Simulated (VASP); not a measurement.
Set up this calculation in VASP 6.6.1, as the native input.

```
Task                   : single point
Functional             : PBE
Potentials or basis    : VASP PAW PBE potentials, release 64 (W_sv, C)
Cutoff                 : 520 eV
k mesh                 : 9 × 9 × 1
Occupations            : gaussian, width 0.1 eV
Spin                   : no spin polarisation
Dipole correction      : yes
Further INCAR settings : ALGO = Normal; EDIFF = 1e-06; NBANDS = 31
```

The structure of W3C lies in POSCAR:

```
W3C
1.0
    2.8545944806      0.0000000000      0.0000000000
   -1.4272972403      2.4721513377      0.0000000000
    0.0000000000      0.0000000000     21.6971108210
W C
3 1
Direct
    0.6666666667      0.3333333333      0.1843563428
    0.3333333333      0.6666666667      0.2926027619
    0.0000000000      0.0000000000      0.4008418859
    0.6666666667     -0.6666666667      0.4593750248
```

The input as run:

INCAR

```
SYSTEM = W3C
ALGO     = Normal         ! electronic algorithm
DIPOL    = 0.5 0.5 0.334
EDIFF    = 1E-6           ! SCF threshold, eV
ENCUT    = 520            ! plane-wave cutoff, eV
GGA      = PE             ! functional
IDIPOL   = 3            
ISIF     = 2              ! what is computed and relaxed
ISMEAR   = 0              ! smearing method
LASPH    = .TRUE.         ! aspherical terms in the spheres
LCHARG   = .TRUE.         ! write CHGCAR
LDIPOL   = .TRUE.       
LELF     = .TRUE.         ! ELF
LREAL    = .FALSE.        ! projectors in reciprocal space
LVACPOTAV= .TRUE.       
LVHAR    = .TRUE.       
LWAVE    = .FALSE.        ! write WAVECAR
NBANDS   = 31             ! bands
NELM     = 100            ! most SCF steps
PREC     = Accurate       ! precision mode
SIGMA    = 0.1            ! smearing width, eV
```

KPOINTS

```
k-points
0
G
  9 9 1
  0 0 0
```

Potentials or basis: VASP PAW PBE potentials, release 64 (W_sv, C).

Run with:

```sh
$ cat potpaw_PBE.64/W_sv/POTCAR potpaw_PBE.64/C/POTCAR > POTCAR
$ mpirun -np 1 vasp_std > vasp.out
```

Results of the run:

The largest force is 3.108 eV/Å. The band gap on the k mesh is zero (bands 23 and 24 overlap by 1.13 eV).

Caveat: spin-orbit coupling is left out, which moves the levels of the heavy elements.

Wall time 4.1 min on 1 thread of Intel Xeon 8259CL (shared host), peak memory 0.31 GiB.
